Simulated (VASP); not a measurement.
# InSb (I-4m2) in VASP: a series of runs

The runs below take InSb through single point, with PBE.

Everything below comes from runs of VASP 6.6.1. Logs are shortened: lines on timing, memory, paths and dates and some standing lists are left out, and cuts for length are marked.

### Step 1. The cell of the first run

The structure is tetragonal, space group I-4m2 (No. 119). Conventional cell: a = 4.398 Å, b = 4.398 Å, c = 6.996 Å, α = 90.00°, β = 90.00°, γ = 90.00°. In (site symmetry -4m2) has 4 Sb at 2.81 Å within 3.7 Å. Within 3.7 Å of Sb (site symmetry -4m2) lie 4 In at 2.81 Å.

### Step 2. Single point, PBE (strain -0.040 along x and y, +0.080 along z)

INCAR reads:

```
ALGO = Normal ; EDIFF = 1E-6
ENCUT = 520 ; GGA = PE
ISIF = 2 ; ISMEAR = 0
LASPH = T ; LCHARG = F
LREAL = F ; LWAVE = F
NBANDS = 16 ; NELM = 60
PREC = Accurate ; SIGMA = 0.15
```

KPOINTS reads:

```
k-points
0
Gamma
  12 12 12
```

POSCAR reads:

```
InSb
1.0
    0.0000000000      3.1095360000      3.4982280000
    3.1095360000      0.0000000000      3.4982280000
    3.1095360000      3.1095360000      0.0000000000
In Sb
1 1
Direct
    0.0000000000      0.0000000000      0.0000000000
    0.7500000000      0.7500000000      0.7500000000
```

Potentials or basis: VASP PAW PBE potentials, release 64 (In_d, Sb).

On the command line:

```
cat potpaw_PBE.64/In_d/POTCAR potpaw_PBE.64/Sb/POTCAR > POTCAR
mpirun -np 1 vasp_std > vasp.out
```

OUTCAR:

```text
EDIFF = 1E-6
   ENCUT = 520
   GGA = PE
   ISIF = 2
   ISMEAR = 0
   LASPH = T
   LREAL = F
   NELM = 60
   PREC = Accurate

 ion  position               nearest neighbor table
   1  0.000  0.000  0.000-   2 2.81   2 2.81   2 2.81   2 2.81
   2  0.750  0.750  0.750-   1 2.81   1 2.81   1 2.81   1 2.81

  LATTYP: Found a body centered tetragonal cell.
 ALAT       =     4.3975479839
 C/A-ratio  =     1.5909902577

  Lattice vectors:

 A1 = (  -3.1095360000,   0.0000000000,   3.4982280000)
 A2 = (   3.1095360000,   0.0000000000,   3.4982280000)
 A3 = (   0.0000000000,   3.1095360000,  -3.4982280000)

Analysis of symmetry for initial positions (statically):
=====================================================================
 Subroutine PRICEL returns:
 Original cell was already a primitive cell.

 Routine SETGRP: Setting up the symmetry group for a
 body centered tetragonal supercell.

 Subroutine GETGRP returns: Found  8 space group operations
 (whereof  8 operations were pure point group operations)
 out of a pool of 16 trial point group operations.

The static configuration has the point symmetry D_2d.

Analysis of symmetry for dynamics (positions and initial velocities):
=====================================================================
 Subroutine PRICEL returns:
 Original cell was already a primitive cell.

 Routine SETGRP: Setting up the symmetry group for a
 body centered tetragonal supercell.

 Subroutine GETGRP returns: Found  8 space group operations
 (whereof  8 operations were pure point group operations)
 out of a pool of 16 trial point group operations.

The dynamic configuration has the point symmetry D_2d.

 Subroutine INISYM returns: Found  8 space group operations
 (whereof  8 operations are pure point group operations),
 and found     1 'primitive' translations

----------------------------------------------------------------------------------------

                                     Primitive cell

  volume of cell :      67.6502

  direct lattice vectors                    reciprocal lattice vectors
     0.000000000  3.109536000  3.498228000    -0.160795694  0.160795694  0.142929506
     3.109536000  0.000000000  3.498228000     0.160795694 -0.160795694  0.142929506
     3.109536000  3.109536000  0.000000000     0.160795694  0.160795694 -0.142929506

  length of vectors
     4.680471480  4.680471480  4.397547984     0.268587703  0.268587703  0.268587703

  position of ions in fractional coordinates (direct lattice)
     0.000000000  0.000000000  0.000000000
     0.750000000  0.750000000  0.750000000

  ion indices of the primitive-cell ions
   primitive index   ion index
                 1           1
                 2           2

----------------------------------------------------------------------------------------

 KPOINTS: k-points

Automatic generation of k-mesh.
 Grid dimensions read from file:
 generate k-points for:   12   12   12

 Generating k-lattice:

  Cartesian coordinates                     Fractional coordinates (reciprocal lattice)
    -0.013399641  0.013399641  0.011910792     0.083333333 -0.000000000  0.000000000
     0.013399641 -0.013399641  0.011910792    -0.000000000  0.083333333  0.000000000
     0.013399641  0.013399641 -0.011910792     0.000000000  0.000000000  0.083333333

  Length of vectors
     0.022382309  0.022382309  0.022382309

  Shift w.r.t. Gamma in fractional coordinates (k-lattice)
     0.000000000  0.000000000  0.000000000

 Subroutine IBZKPT returns following result:
 ===========================================

 Found    163 irreducible k-points:

 Following reciprocal coordinates:
            Coordinates               Weight
  0.000000  0.000000  0.000000      1.000000
  0.083333  0.000000  0.000000      8.000000
  0.166667  0.000000  0.000000      8.000000
  0.250000 -0.000000  0.000000      8.000000
  0.333333  0.000000  0.000000      8.000000
  0.416667  0.000000  0.000000      8.000000
[... 16 lines left out ...]
  0.500000  0.166667  0.000000      8.000000
 -0.416667  0.166667  0.000000      8.000000
 [... further k-points ...]
   k-points           NKPTS =    163   k-points in BZ     NKDIM =    163   number of bands    NBANDS=     16
   number of dos      NEDOS =    301   number of ions     NIONS =      2
   total plane-waves  NPLWV =  46656
   dimension x,y,z NGX =    36 NGY =   36 NGZ =   36
   dimension x,y,z NGXF=    72 NGYF=   72 NGZF=   72
   ions per type =               1   1
   NGX,Y,Z   is equivalent  to a cutoff of  12.79, 12.79, 13.61 a.u.
   NGXF,Y,Z  is equivalent  to a cutoff of  25.57, 25.57, 27.22 a.u.
 SYSTEM =  unknown system
   PREC   = accura    normal or accurate (medium, high low for compatibility)
   ISTART =      0    job   : 0-new  1-cont  2-samecut
   ICHARG =      2    charge: 1-file 2-atom 10-const
   ISPIN  =      1    spin polarized calculation?
   LNONCOLLINEAR =      F non collinear calculations
   LSORBIT =      F    spin-orbit coupling
   LASPH  =      T    aspherical Exc in radial PAW
   ENCUT  =  520.0 eV  38.22 Ry    6.18 a.u.   8.70  8.70  8.18*2*pi/ulx,y,z
   NELM   =     60;   NELMIN=  2; NELMDL= -5     # of ELM steps
   EDIFF  = 0.1E-05   stopping-criterion for ELM
   LREAL  =      F    real-space projection
   EDIFFG = 0.1E-04   stopping-criterion for IOM
   NSW    =      0    number of steps for IOM
   IBRION =     -1    ionic relax: 0-MD 1-quasi-New 2-CG
   NFREE  =      0    steps in history (QN), initial steepest desc. (CG)
   ISIF   =      2    stress and relaxation
   ISYM   =      2    0-nonsym 1-usesym 2-fastsym
   POTIM  = 0.5000    time-step for ionic-motion
   TEBEG  =    0.0;   TEEND  =   0.0 temperature during run
   PSTRESS=    0.0 pullay stress
   NELECT =      18.0000    total number of electrons
   NUPDOWN=      -1.0000    fix difference up-down
   EMIN   =  10.00;   EMAX   =-10.00  energy-range for DOS
   EFERMI =   0.00;   METHOD = LEGACY
   ISMEAR =     0;   SIGMA  =   0.15  broadening in eV -4-tet -1-fermi 0-gaus
   EFERMI_NEDOS =   21; number of points for ismear=-14 and -15
   IALGO  =     38    algorithm
   IMIX   =      4    mixing-type and parameters
     AMIX     =   0.40;   BMIX     =  1.00
     AMIX_MAG =   1.60;   BMIX_MAG =  1.00
  volume/ion in A,a.u.               =      33.83       228.26
  Fermi-wavevector in a.u.,A,eV,Ry     =   1.052954  1.989794 15.084933  1.108711
  Thomas-Fermi vector in A             =   2.188056
   LORBIT       =      0    0 simple, 1 ext, 2 COOP (PROOUT), +10 PAW based schemes
   GGA     = PE    functional components
   LHFCALC =     F    Hartree Fock is set to
   AEXX    =    0.0000 exact exchange contribution
   IVDW    =     0    specifies the selected vdW correction
   LEPSILON=     F    determine dielectric tensor
   LRPA    =     F    only Hartree local field effects (RPA)
 non-spin polarized calculation
 Gauss-broadening in eV      SIGMA  =   0.15
  energy-cutoff  :      520.00
  volume of cell :       67.65
 maximum number of plane-waves:      1846
   NGX = 17   NGY = 17   NGZ = 17

 number of electron      17.9999996 magnetization

 Free energy of the ion-electron system (eV)
  ---------------------------------------------------
  ext. energy  EPLUGINS =         0.00000000
  ---------------------------------------------------
  free energy    TOTEN  =        -6.84182567 eV

  energy without entropy =       -6.84116121  energy(sigma->0) =       -6.84149344

 E-fermi :   5.4332     XC(G=0):  -8.7221

 val. band max:        5.3828362360   @ k =   0.0000   0.0000   0.0000
 cond. band min:       5.5409445137   @ k =   0.5000  -0.0000   0.0000
 fundamental gap:      0.1581082776
 Fermi energy:         5.4332110741

 k-point     1 :       0.0000    0.0000    0.0000
  band No.  band energies     occupation
      1      -9.4757      2.00000
      2      -9.4494      2.00000
      3      -9.4494      2.00000
      4      -9.3825      2.00000
      5      -9.3706      2.00000
      6      -5.5627      2.00000
[... 8 lines left out ...]
     15      12.3878      0.00000
     16      12.8694      0.00000

 k-point     2 :       0.0833    0.0000    0.0000
  band No.  band energies     occupation
      1      -9.4752      2.00000
      2      -9.4516      2.00000
      3      -9.4480      2.00000
      4      -9.3829      2.00000
      5      -9.3702      2.00000
      6      -5.4988      2.00000
[... 8 lines left out ...]
     15      12.0720      0.00000
     16      13.4442      0.00000

 k-point     3 :       0.1667    0.0000    0.0000
  band No.  band energies     occupation
      1      -9.4761      2.00000
      2      -9.4554      2.00000
      3      -9.4444      2.00000
      4      -9.3839      2.00000
      5      -9.3690      2.00000
      6      -5.3120      2.00000
[... 8 lines left out ...]
     15      12.3057      0.00000
     16      13.0225      0.00000

 k-point     4 :       0.2500   -0.0000    0.0000
  band No.  band energies     occupation
      1      -9.4834      2.00000
      2      -9.4547      2.00000
      3      -9.4398      2.00000
      4      -9.3851      2.00000
      5      -9.3669      2.00000
      6      -5.0197      2.00000
[... 8 lines left out ...]
     15      12.6881      0.00000
     16      12.7541      0.00000

 k-point     5 :       0.3333    0.0000    0.0000
  band No.  band energies     occupation
      1      -9.4938      2.00000
      2      -9.4514      2.00000
      3      -9.4356      2.00000
      4      -9.3858      2.00000
      5      -9.3641      2.00000
      6      -4.6624      2.00000
[... 8 lines left out ...]
     15      12.9410      0.00000
     16      13.2670      0.00000

 k-point     6 :       0.4167    0.0000    0.0000
  band No.  band energies     occupation
      1      -9.5020      2.00000
      2      -9.4487      2.00000
      3      -9.4330      2.00000
      4      -9.3860      2.00000
      5      -9.3618      2.00000
      6      -4.3306      2.00000
[... 8 lines left out ...]
     15      13.5359      0.00000
     16      14.2489      0.00000

 k-point     7 :       0.5000   -0.0000    0.0000
  band No.  band energies     occupation
      1      -9.5051      2.00000
      2      -9.4477      2.00000
      3      -9.4321      2.00000
      4      -9.3859      2.00000
      5      -9.3608      2.00000
      6      -4.1844      2.00000
[... 8 lines left out ...]
     15      14.0733      0.00000
     16      14.3492      0.00000

 k-point     8 :       0.0833    0.0833    0.0000
  band No.  band energies     occupation
      1      -9.4805      2.00000
      2      -9.4468      2.00000
      3      -9.4468      2.00000
      4      -9.3821      2.00000
      5      -9.3707      2.00000
      6      -5.4884      2.00000
[... 8 lines left out ...]
     15      11.4301      0.00000
     16      14.0539      0.00000

 k-point     9 :       0.1667    0.0833    0.0000
  band No.  band energies     occupation
      1      -9.4847      2.00000
      2      -9.4461      2.00000
      3      -9.4433      2.00000
      4      -9.3823      2.00000
      5      -9.3703      2.00000
      6      -5.3525      2.00000
[... 8 lines left out ...]
     15      11.9933      0.00000
     16      13.8423      0.00000
[... 172 lines left out ...]
 k-point    19 :       0.1667    0.1667    0.0000
  band No.  band energies     occupation
      1      -9.4928      2.00000
      2      -9.4398      2.00000
      3      -9.4398      2.00000
      4      -9.3813      2.00000
      5      -9.3712      2.00000
      6      -5.2695      2.00000
[... 8 lines left out ...]
     15      12.2684      0.00000
     16      14.5918      0.00000

 k-point    20 :       0.2500    0.1667    0.0000
  band No.  band energies     occupation
      1      -9.4994      2.00000
      2      -9.4372      2.00000
      3      -9.4350      2.00000
      4      -9.3812      2.00000
      5      -9.3713      2.00000
      6      -5.0689      2.00000
[... 8 lines left out ...]
     15      12.9997      0.00000
     16      14.2227      0.00000

 k-point    21 :       0.3333    0.1667    0.0000
  band No.  band energies     occupation
      1      -9.5046      2.00000
      2      -9.4373      2.00000
      3      -9.4305      2.00000
      4      -9.3817      2.00000
      5      -9.3703      2.00000
      6      -4.7709      2.00000
[... 8 lines left out ...]
     15      13.4937      0.00000
     16      14.0253      0.00000

 k-point    22 :       0.4167    0.1667    0.0000
  band No.  band energies     occupation
      1      -9.5086      2.00000
      2      -9.4388      2.00000
      3      -9.4274      2.00000
      4      -9.3828      2.00000
      5      -9.3681      2.00000
      6      -4.4232      2.00000
[... 8 lines left out ...]
     15      13.5194      0.00000
     16      14.2610      0.00000

 k-point    23 :       0.5000    0.1667    0.0000
  band No.  band energies     occupation
      1      -9.5108      2.00000
      2      -9.4404      2.00000
      3      -9.4262      2.00000
      4      -9.3844      2.00000
      5      -9.3655      2.00000
      6      -4.1283      2.00000
[... 8 lines left out ...]
     15      13.9030      0.00000
     16      14.3251      0.00000

 k-point    24 :      -0.4167    0.1667    0.0000
  band No.  band energies     occupation
      1      -9.5102      2.00000
      2      -9.4421      2.00000
      3      -9.4271      2.00000
      4      -9.3864      2.00000
      5      -9.3636      2.00000
      6      -4.0431      2.00000
[... 8 lines left out ...]
     15      13.4343      0.00000
     16      13.8726      0.00000

 [... further k-points ...]

------------------------ aborting loop because EDIFF is reached ----------------------------------------

  FORCE on cell =-STRESS in cart. coord.  units (eV):
  Direction    XX          YY          ZZ          XY          YZ          ZX
  --------------------------------------------------------------------------------------
  -------------------------------------------------------------------------------------
  Total        1.8716147      1.8716147      0.2787272      0.0000000     -0.0000000      0.0000000
  in kB       44.3259194     44.3259194      6.6011650      0.0000000     -0.0000000      0.0000000
  external PRESSURE =      31.7510013 kB  Pullay stress =       0.0000000 kB

 VOLUME and BASIS-vectors are now :
 -----------------------------------------------------------------------------
  energy-cutoff  :      520.00
  volume of cell :       67.65
      direct lattice vectors                 reciprocal lattice vectors
     0.000000000  3.109536000  3.498228000    -0.160795694  0.160795694  0.142929506
     3.109536000  0.000000000  3.498228000     0.160795694 -0.160795694  0.142929506
     3.109536000  3.109536000  0.000000000     0.160795694  0.160795694 -0.142929506

 POSITION                                       TOTAL-FORCE (eV/Angst)
 -----------------------------------------------------------------------------------
      0.00000      0.00000      0.00000        -0.000000     -0.000000      0.000000
      4.66430      4.66430      5.24734         0.000000      0.000000     -0.000000
 -----------------------------------------------------------------------------------
    total drift:                                0.000000      0.000000      0.000000

  FREE ENERGIE OF THE ION-ELECTRON SYSTEM (eV)
  ---------------------------------------------------
  free  energy   TOTEN  =        -6.8418256677 eV

  energy  without entropy=       -6.8411612103  energy(sigma->0) =       -6.84149344
```

Run time: 63 s. Hardware: 1 thread of Intel Xeon 6975P-C (Granite Rapids), shared host; peak memory 0.34 GiB.

Results:

| Property | Result |
| --- | --- |
| Free energy | -6.8418 eV |
| Pressure | 3.2 GPa |
| Band gap on the k mesh | zero (filled and empty bands touch) |

Stress tensor (GPa, compression positive):
```
4.43 0.00 0.00
0.00 4.43 0.00
0.00 0.00 0.66
```

Levels at points of the mesh, in eV from the Fermi level:
```
           k point  band 7  band 8  band 9  band 10  band 11  band 12
(0.00, 0.00, 0.00)   -0.75   -0.53   -0.05    -0.05     2.67     2.67
(0.50, 0.00, 0.00)   -5.90   -1.68   -0.86     0.11     3.46     3.85
(0.50, 0.50, 0.00)   -6.54   -2.10   -2.10     1.51     1.65     7.80
(0.50, 0.00, 0.50)   -6.00   -2.75   -2.68     0.78     0.88     7.24
```

Caveat: the cell differs from its parent crystal (strain -0.040 along x and y, +0.080 along z); spin-orbit coupling is left out, which moves the levels of the heavy elements.

(Continued in part 2 of 2.)
